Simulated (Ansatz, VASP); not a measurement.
MgO in VASP and in Ansatz

```xyz
4
Lattice="3.3153 0.0000 0.0000 -1.6576 2.8711 0.0000 0.0000 0.0000 5.1215" Properties=species:S:1:pos:R:3 pbc="T T T"
Mg    0.0000    1.9514    0.0324
Mg    1.6576    0.9197    2.5931
O     0.0000    1.8796    2.0398
O     1.6576    0.9915    4.6006
```

Change from the starting cell: mode 4 frozen in at +0.000 Å and mode 5 at +0.037 Å (largest displacements).

Alike in both runs: task single point; functional PBE; k mesh 9 × 9 × 6; occupations gaussian, width 0.05 eV; no spin polarisation.

|  | VASP | Ansatz |
| --- | --- | --- |
| version | VASP 6.6.1 | Ansatz 0.2.0 |
| potentials or method | VASP PAW PBE potentials, release 64 (Mg, O), cutoff 520 eV | scalar-relativistic, plane waves, PAW |
| valence electrons in the cell | 16 | 32 |

Ansatz gave:

- gap on the k mesh at the Fermi level (eV): 3.40
- least direct gap on the mesh (eV): 3.40
- pressure (GPa): 0.0
- traceless stress, the component that is largest in VASP (GPa): -0.04
- rms of the force components (eV/Å): 0.056

**Question.** Estimate VASP's values.

**Answer.** gap on the k mesh at the Fermi level (eV): 3.38; least direct gap on the mesh (eV): 3.38; pressure (GPa): -0.5; traceless stress, the component that is largest in VASP (GPa): -0.06; rms of the force components (eV/Å): 0.057.

Atom by atom the forces differ by 0.001 eV/Å (rms over components). VASP's potentials hold 16 valence electrons a cell and Ansatz's 32, so a difference there can come from the potentials and not from the codes.
